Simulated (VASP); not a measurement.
Cu, 1 atom in the cell. Symmetry: Fm-3m, No. 225, cubic system. Conventional cell: a = 3.496 Å, b = 3.496 Å, c = 3.496 Å, α = 90.00°, β = 90.00°, γ = 90.00°. Cu (site symmetry m-3m) has 12 Cu at 2.47 Å within 3.3 Å. 

- Program: VASP 6.6.1
- Task: relaxation of cell and atoms
- Functional: PBE
- Potentials or basis: VASP PAW PBE potentials, release 64 (Cu)
- Cutoff: 600 eV
- k mesh: 20 × 20 × 20
- Occupations: gaussian, width 0.1 eV
- Spin: no spin polarisation
- Target pressure: 21.1 GPa
- Dipole correction: no
- Further INCAR settings: ALGO = Normal; EDIFF = 1e-06; IBRION = 2; EDIFFG = -0.002; NSW = 100; ISIF = 3

Potentials or basis: VASP PAW PBE potentials, release 64 (Cu).

Run with:

```bash
$ cat potpaw_PBE.64/Cu/POTCAR > POTCAR
$ mpirun -np 1 vasp_std > vasp.out
```

Hardware: 1 thread of Intel(R) Xeon(R) 6975P-C (Granite Rapids), on a shared host.

**Question.** How long does it take, and how much memory?

**Answer.** It took 53 s on 1 thread of Intel(R) Xeon(R) 6975P-C (Granite Rapids), with other jobs on the host, peak memory 0.16 GiB. Counts: scf iterations 45, k points 256, ion steps 10.
